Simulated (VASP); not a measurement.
A run of VASP 6.6.1 is set up as follows.

Contents of INCAR:

```
SYSTEM = AlN
ALGO     = Normal         ! electronic algorithm
EDIFF    = 1E-7           ! SCF threshold, eV
ENCUT    = 520            ! plane-wave cutoff, eV
GGA      = PE             ! functional
ISIF     = 2              ! what is computed and relaxed
ISMEAR   = 0              ! smearing method
LASPH    = .True.         ! aspherical terms in the spheres
LCHARG   = .False.        ! write CHGCAR
LREAL    = Auto         
LWAVE    = .False.        ! write WAVECAR
NBANDS   = 86             ! bands
NELM     = 80             ! most SCF steps
PREC     = Accurate       ! precision mode
SIGMA    = 0.01           ! smearing width, eV
```

Contents of KPOINTS:

```
Automatic mesh
0
Gamma
  4 4 4
  0.5 0.5 0.5
```

POSCAR

```
AlN
1.0
   -4.4031742015     -4.4031742015      4.4031742015
    4.4031742015     -4.4031742015     -4.4031742015
    4.4031742015      4.4031742015      4.4031742015
Al N
16 16
Direct
    0.2500000000      0.0000000000      0.7500000000
    0.0000000000      0.0000000000      0.0000000000
    0.5000000000      0.7500000000      0.7500000000
    0.2500000000      0.7500000000      0.0000000000
    0.0000000000      0.7500000000      0.2500000000
    0.7500000000      0.0000000000      0.2500000000
    0.5000000000      0.0000000000      0.5000000000
    0.0000000000      0.2500000000      0.7500000000
    0.7500000000      0.5000000000      0.7500000000
    0.5000000000      0.5000000000      0.0000000000
    0.2500000000      0.5000000000      0.2500000000
    0.0000000000      0.5000000000      0.5000000000
    0.7500000000      0.7500000000      0.5000000000
    0.7500000000      0.2500000000      0.0000000000
    0.5000000000      0.2500000000      0.2500000000
    0.2500000000      0.2500000000      0.5000000000
    0.2500000000      0.7500000000      0.7500000000
    0.0000000000      0.7500000000      0.0000000000
    0.5000000000      0.5000000000      0.7500000000
    0.2500000000      0.5000000000      0.0000000000
    0.0000000000      0.5000000000      0.2500000000
    0.7500000000      0.7500000000      0.2500000000
    0.5000000000      0.7500000000      0.5000000000
    0.0000000000      0.0000000000      0.7500000000
    0.7500000000      0.2500000000      0.7500000000
    0.5000000000      0.2500000000      0.0000000000
    0.2500000000      0.2500000000      0.2500000000
    0.0000000000      0.2500000000      0.5000000000
    0.7500000000      0.5000000000      0.5000000000
    0.7500000000      0.0000000000      0.0000000000
    0.5000000000      0.0000000000      0.2500000000
    0.2500000000      0.0000000000      0.5000000000
```

Potentials or basis: VASP PAW PBE potentials, release 64 (Al, N).

Run with:

```console
$ cat potpaw_PBE.64/Al/POTCAR potpaw_PBE.64/N/POTCAR > POTCAR
$ mpirun -np 1 vasp_std > vasp.out
```

Task: What does it give for the pressure?

Result: -0.4 GPa.

Task: What does it give for the band gap on the k mesh?

Result: 3.61 eV.

A k mesh can miss the band edges.
